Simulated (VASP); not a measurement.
# KPt (P-6m2) in VASP: notebook

KPt is run at these levels: PBE; tasks: single point.

Everything below comes from runs of VASP 6.6.1. Logs are shortened: lines on timing, memory, paths and dates and some standing lists are left out, and cuts for length are marked.

**1. The cell of the first run**

The structure is hexagonal, space group P-6m2 (No. 187). Conventional cell: a = 2.940 Å, b = 2.940 Å, c = 5.236 Å, α = 90.00°, β = 90.00°, γ = 120.00°. Within 3.9 Å of K (site symmetry -6m2) lie 6 K at 2.94 Å and 6 Pt at 3.12 Å. Within 3.9 Å of Pt (site symmetry -6m2) lie 6 Pt at 2.94 Å and 6 K at 3.12 Å.

**2. Single point, PBE**

The input, INCAR:

```
PREC = Accurate ; ENCUT = 520
EDIFF = 1E-6 ; ISMEAR = 0
SIGMA = 0.05 ; LREAL = False
LASPH = True ; NELM = 60
ALGO = Normal ; ISIF = 2
LWAVE = False ; LCHARG = True
GGA = PE ; LELF = True
LVHAR = True ; NBANDS = 16
```

The input, KPOINTS:

```
regular mesh
0
Gamma
  11 11 6
```

The input, POSCAR:

```
KPt
1.0
    2.9395880356      0.0000000000      0.0000000000
   -1.4697945076      2.5457581752      0.0000000000
    0.0000000000      0.0000000000      5.2364539519
K Pt
1 1
Direct
    0.3333333333      0.6666666667      0.5000000000
    0.0000000000      0.0000000000      0.0000000000
```

Potentials or basis: VASP PAW PBE potentials, release 64 (K_sv, Pt).

Started as:

```sh
> cat potpaw_PBE.64/K_sv/POTCAR potpaw_PBE.64/Pt/POTCAR > POTCAR
> mpirun -np 1 vasp_std > vasp.out
```

OUTCAR:

```text
PREC = Accurate
   ENCUT = 520
   EDIFF = 1E-6
   ISMEAR = 0
   LREAL = False
   LASPH = True
   NELM = 60
   ISIF = 2
   GGA = PE

 ion  position               nearest neighbor table
   1  0.333  0.667  0.500-   2 3.12   2 3.12   2 3.12   2 3.12   2 3.12   2 3.12
   2  0.000  0.000  0.000-   1 3.12   1 3.12   1 3.12   1 3.12   1 3.12   1 3.12

  LATTYP: Found a hexagonal cell.
 ALAT       =     2.9395880356
 C/A-ratio  =     1.7813563970

  Lattice vectors:

 A1 = (   2.9395880356,   0.0000000000,   0.0000000000)
 A2 = (  -1.4697945076,   2.5457581752,   0.0000000000)
 A3 = (   0.0000000000,   0.0000000000,   5.2364539519)

Analysis of symmetry for initial positions (statically):
=====================================================================
 Subroutine PRICEL returns:
 Original cell was already a primitive cell.

 Routine SETGRP: Setting up the symmetry group for a
 hexagonal supercell.

 Subroutine GETGRP returns: Found 12 space group operations
 (whereof 12 operations were pure point group operations)
 out of a pool of 24 trial point group operations.

The static configuration has the point symmetry D_3h.

Analysis of symmetry for dynamics (positions and initial velocities):
=====================================================================
 Subroutine PRICEL returns:
 Original cell was already a primitive cell.

 Routine SETGRP: Setting up the symmetry group for a
 hexagonal supercell.

 Subroutine GETGRP returns: Found 12 space group operations
 (whereof 12 operations were pure point group operations)
 out of a pool of 24 trial point group operations.

The dynamic configuration has the point symmetry D_3h.

 Subroutine INISYM returns: Found 12 space group operations
 (whereof 12 operations are pure point group operations),
 and found     1 'primitive' translations

----------------------------------------------------------------------------------------

                                     Primitive cell

  volume of cell :      39.1869

  direct lattice vectors                    reciprocal lattice vectors
     2.939588036  0.000000000  0.000000000     0.340183722  0.196405209  0.000000000
    -1.469794508  2.545758175  0.000000000     0.000000000  0.392810287  0.000000000
     0.000000000  0.000000000  5.236453952     0.000000000  0.000000000  0.190968928

  length of vectors
     2.939588036  2.939588505  5.236453952     0.392810350  0.392810287  0.190968928

  position of ions in fractional coordinates (direct lattice)
     0.333333333  0.666666667  0.500000000
     0.000000000  0.000000000  0.000000000

  ion indices of the primitive-cell ions
   primitive index   ion index
                 1           1
                 2           2

----------------------------------------------------------------------------------------

 KPOINTS: regular mesh

Automatic generation of k-mesh.
 Grid dimensions read from file:
 generate k-points for:   11   11    6

 Generating k-lattice:

  Cartesian coordinates                     Fractional coordinates (reciprocal lattice)
     0.030925793  0.017855019  0.000000000     0.090909091  0.000000000  0.000000000
     0.000000000  0.035710026  0.000000000     0.000000000  0.090909091  0.000000000
     0.000000000  0.000000000  0.031828155     0.000000000  0.000000000  0.166666667

  Length of vectors
     0.035710032  0.035710026  0.031828155

  Shift w.r.t. Gamma in fractional coordinates (k-lattice)
     0.000000000  0.000000000  0.000000000

 Subroutine IBZKPT returns following result:
 ===========================================

 Found     64 irreducible k-points:

 Following reciprocal coordinates:
            Coordinates               Weight
  0.000000  0.000000  0.000000      1.000000
  0.090909 -0.000000  0.000000      6.000000
  0.181818 -0.000000  0.000000      6.000000
  0.272727 -0.000000  0.000000      6.000000
  0.363636 -0.000000  0.000000      6.000000
  0.454545 -0.000000  0.000000      6.000000
[... 16 lines left out ...]
  0.090909  0.090909  0.166667     12.000000
  0.181818  0.090909  0.166667     24.000000
 [... further k-points ...]
   k-points           NKPTS =     64   k-points in BZ     NKDIM =     64   number of bands    NBANDS=     16
   number of dos      NEDOS =    301   number of ions     NIONS =      2
   total plane-waves  NPLWV =  23040
   dimension x,y,z NGX =    24 NGY =   24 NGZ =   40
   dimension x,y,z NGXF=    48 NGYF=   48 NGZF=   80
   ions per type =               1   1
   NGX,Y,Z   is equivalent  to a cutoff of  13.57, 13.57, 12.70 a.u.
   NGXF,Y,Z  is equivalent  to a cutoff of  27.15, 27.15, 25.40 a.u.
 SYSTEM =  unknown system
   PREC   = accura    normal or accurate (medium, high low for compatibility)
   ISTART =      0    job   : 0-new  1-cont  2-samecut
   ICHARG =      2    charge: 1-file 2-atom 10-const
   ISPIN  =      1    spin polarized calculation?
   LNONCOLLINEAR =      F non collinear calculations
   LSORBIT =      F    spin-orbit coupling
   LASPH  =      T    aspherical Exc in radial PAW
   ENCUT  =  520.0 eV  38.22 Ry    6.18 a.u.   5.47  5.47  9.74*2*pi/ulx,y,z
   NELM   =     60;   NELMIN=  2; NELMDL= -5     # of ELM steps
   EDIFF  = 0.1E-05   stopping-criterion for ELM
   LREAL  =      F    real-space projection
   EDIFFG = 0.1E-04   stopping-criterion for IOM
   NSW    =      0    number of steps for IOM
   IBRION =     -1    ionic relax: 0-MD 1-quasi-New 2-CG
   NFREE  =      0    steps in history (QN), initial steepest desc. (CG)
   ISIF   =      2    stress and relaxation
   ISYM   =      2    0-nonsym 1-usesym 2-fastsym
   POTIM  = 0.5000    time-step for ionic-motion
   TEBEG  =    0.0;   TEEND  =   0.0 temperature during run
   PSTRESS=    0.0 pullay stress
   NELECT =      19.0000    total number of electrons
   NUPDOWN=      -1.0000    fix difference up-down
   EMIN   =  10.00;   EMAX   =-10.00  energy-range for DOS
   EFERMI =   0.00;   METHOD = LEGACY
   ISMEAR =     0;   SIGMA  =   0.05  broadening in eV -4-tet -1-fermi 0-gaus
   EFERMI_NEDOS =   21; number of points for ismear=-14 and -15
   IALGO  =     38    algorithm
   IMIX   =      4    mixing-type and parameters
     AMIX     =   0.40;   BMIX     =  1.00
     AMIX_MAG =   1.60;   BMIX_MAG =  1.00
  volume/ion in A,a.u.               =      19.59       132.22
  Fermi-wavevector in a.u.,A,eV,Ry     =   1.286113  2.430401 22.505208  1.654086
  Thomas-Fermi vector in A             =   2.418207
   LORBIT       =      0    0 simple, 1 ext, 2 COOP (PROOUT), +10 PAW based schemes
   GGA     = PE    functional components
   LHFCALC =     F    Hartree Fock is set to
   AEXX    =    0.0000 exact exchange contribution
   IVDW    =     0    specifies the selected vdW correction
   LEPSILON=     F    determine dielectric tensor
   LRPA    =     F    only Hartree local field effects (RPA)
 non-spin polarized calculation
 Gauss-broadening in eV      SIGMA  =   0.05
  energy-cutoff  :      520.00
  volume of cell :       39.19
 maximum number of plane-waves:      1087
 NGX is ok and might be reduce to    24
   NGX = 11   NGY = 11   NGZ = 19

 number of electron      18.9999998 magnetization

 Free energy of the ion-electron system (eV)
  ---------------------------------------------------
  ext. energy  EPLUGINS =         0.00000000
  ---------------------------------------------------
  free energy    TOTEN  =        -6.56130640 eV

  energy without entropy =       -6.55924935  energy(sigma->0) =       -6.56027788

 E-fermi :   6.1377     XC(G=0): -10.9364

 val. band max:        6.1319284478   @ k =   0.0909  -0.0000   0.3333
 cond. band min:       6.1639192516   @ k =   0.4545  -0.0000   0.5000
 fundamental gap:      0.0319908038
 Fermi energy:         6.1377193857

 k-point     1 :       0.0000    0.0000    0.0000
  band No.  band energies     occupation
      1     -26.3771      2.00000
      2      -9.6361      2.00000
      3      -8.5384      2.00000
      4      -8.5384      2.00000
      5      -0.6990      2.00000
      6       2.5669      2.00000
[... 8 lines left out ...]
     15      15.3475      0.00000
     16      15.3475      0.00000

 k-point     2 :       0.0909   -0.0000    0.0000
  band No.  band energies     occupation
      1     -26.3342      2.00000
      2      -9.5945      2.00000
      3      -8.7711      2.00000
      4      -8.5843      2.00000
      5      -0.4251      2.00000
      6       2.6871      2.00000
[... 8 lines left out ...]
     15      15.1937      0.00000
     16      15.2627      0.00000

 k-point     3 :       0.1818   -0.0000    0.0000
  band No.  band energies     occupation
      1     -26.2168      2.00000
      2      -9.4806      2.00000
      3      -9.3599      2.00000
      4      -8.7050      2.00000
      5       0.3262      2.00000
      6       2.9270      2.00000
[... 8 lines left out ...]
     15      15.0465      0.00000
     16      15.1042      0.00000

 k-point     4 :       0.2727   -0.0000    0.0000
  band No.  band energies     occupation
      1     -26.0570      2.00000
      2     -10.0712      2.00000
      3      -9.3258      2.00000
      4      -8.8579      2.00000
      5       1.1917      2.00000
      6       3.0533      2.00000
[... 8 lines left out ...]
     15      14.7844      0.00000
     16      15.4496      0.00000
[... 324 lines left out ...]
 k-point    22 :       0.4545   -0.0000    0.1667
  band No.  band energies     occupation
      1     -25.8094      2.00000
      2     -11.0253      2.00000
      3      -9.0854      2.00000
      4      -9.0733      2.00000
      5       1.3676      2.00000
      6       2.5247      2.00000
[... 8 lines left out ...]
     15      15.0058      0.00000
     16      15.6297      0.00000

 k-point    23 :       0.0909    0.0909    0.1667
  band No.  band energies     occupation
      1     -26.2533      2.00000
      2      -9.5403      2.00000
      3      -9.1626      2.00000
      4      -8.6847      2.00000
      5       0.2257      2.00000
      6       2.9602      2.00000
[... 8 lines left out ...]
     15      14.5121      0.00000
     16      14.9949      0.00000

 k-point    24 :       0.1818    0.0909    0.1667
  band No.  band energies     occupation
      1     -26.1146      2.00000
      2      -9.7730      2.00000
      3      -9.3969      2.00000
      4      -8.8614      2.00000
      5       1.0903      2.00000
      6       2.9684      2.00000
[... 8 lines left out ...]
     15      14.1087      0.00000
     16      14.7180      0.00000

 [... further k-points ...]
[... 5 lines left out ...]
  --------------------------------------------------------------------------------------
  -------------------------------------------------------------------------------------
  Total        1.0502350      1.0502352      1.4873537     -0.0000002      0.0000000      0.0000000
  in kB       42.9394191     42.9394279     60.8112513     -0.0000083      0.0000000      0.0000000
  external PRESSURE =      48.8966994 kB  Pullay stress =       0.0000000 kB

 VOLUME and BASIS-vectors are now :
 -----------------------------------------------------------------------------
  energy-cutoff  :      520.00
  volume of cell :       39.19
      direct lattice vectors                 reciprocal lattice vectors
     2.939588036  0.000000000  0.000000000     0.340183722  0.196405209  0.000000000
    -1.469794508  2.545758175  0.000000000     0.000000000  0.392810287  0.000000000
     0.000000000  0.000000000  5.236453952     0.000000000  0.000000000  0.190968928

 POSITION                                       TOTAL-FORCE (eV/Angst)
 -----------------------------------------------------------------------------------
     -0.00000      1.69717      2.61823         0.000000      0.000000      0.000000
      0.00000      0.00000      0.00000        -0.000000      0.000000      0.000000
 -----------------------------------------------------------------------------------
    total drift:                                0.000000     -0.000000     -0.000000

  FREE ENERGIE OF THE ION-ELECTRON SYSTEM (eV)
  ---------------------------------------------------
  free  energy   TOTEN  =        -6.5613063991 eV

  energy  without entropy=       -6.5592493519  energy(sigma->0) =       -6.56027788
```

It took 59 s on 1 thread of Intel Xeon 8259CL, shared host; peak memory 0.19 GiB.

Results:

```yaml
Free_energy: -6.5613 eV
Pressure: 4.9 GPa
Band_gap_on_the_k_mesh: zero (an odd number of electrons rules out a gap without spin polarisation)
```

Stress tensor (GPa, compression positive):
```
4.29 0.00 0.00
0.00 4.29 0.00
0.00 0.00 6.08
```

Caveat: the cell stands under pressure; spin-orbit coupling is left out, which moves the levels of the heavy elements.

**3. Single point, PBE**

This run uses another cell than the first one, of 20.22 Å³/atom.

The input, INCAR:

```
SYSTEM = KPt
ALGO = Normal
EDIFF = 1E-6
ENCUT = 520
GGA = PE
ISIF = 2
ISMEAR = 0
LASPH = .True.
LCHARG = .False.
LREAL = .False.
LWAVE = .False.
NBANDS = 16
NELM = 80
PREC = Accurate
SIGMA = 0.05
```

The input, KPOINTS:

```
k-points
0
Gamma
  11 11 6
  0 0 0
```

The input, POSCAR:

```
KPt
1.0
    2.9705333416      0.0000000000      0.0000000000
   -1.4852671658      2.5725575991      0.0000000000
    0.0000000000      0.0000000000      5.2915785707
K Pt
1 1
Direct
    0.3333333333      0.6666666667      0.5000000000
    0.0000000000      0.0000000000      0.0000000000
```

Potentials or basis: VASP PAW PBE potentials, release 64 (K_sv, Pt).

Started as:

```sh
> cat potpaw_PBE.64/K_sv/POTCAR potpaw_PBE.64/Pt/POTCAR > POTCAR
> mpirun -np 1 vasp_std > vasp.out
```

Wall time 55 s (1 thread of Intel Xeon 8259CL, shared host); peak memory 0.19 GiB.

It converged, with:

```
Free energy            : -6.5909 eV
Pressure               : 2.6 GPa
Band gap on the k mesh : zero (an odd number of electrons rules out a gap without spin polarisation)
```

Stress tensor (GPa, compression positive):
```
2.20 0.00 0.00
0.00 2.20 0.00
0.00 0.00 3.49
```

Levels at points of the mesh, in eV from the Fermi level:
```tsv
k point	band 7	band 8	band 9	band 10	band 11	band 12	band 13	band 14
(0.00, 0.00, 0.00)	-2.45	-2.45	-1.04	-1.04	1.66	1.96	5.64	5.64
(0.00, 0.00, 0.50)	-2.47	-2.47	-1.40	-1.05	-1.05	2.82	5.79	5.79
```

Caveat: spin-orbit coupling is left out, which moves the levels of the heavy elements.

[end of part 1 of 2]

The gap in the log of VASP goes by the Fermi energy; the results here count the filled bands.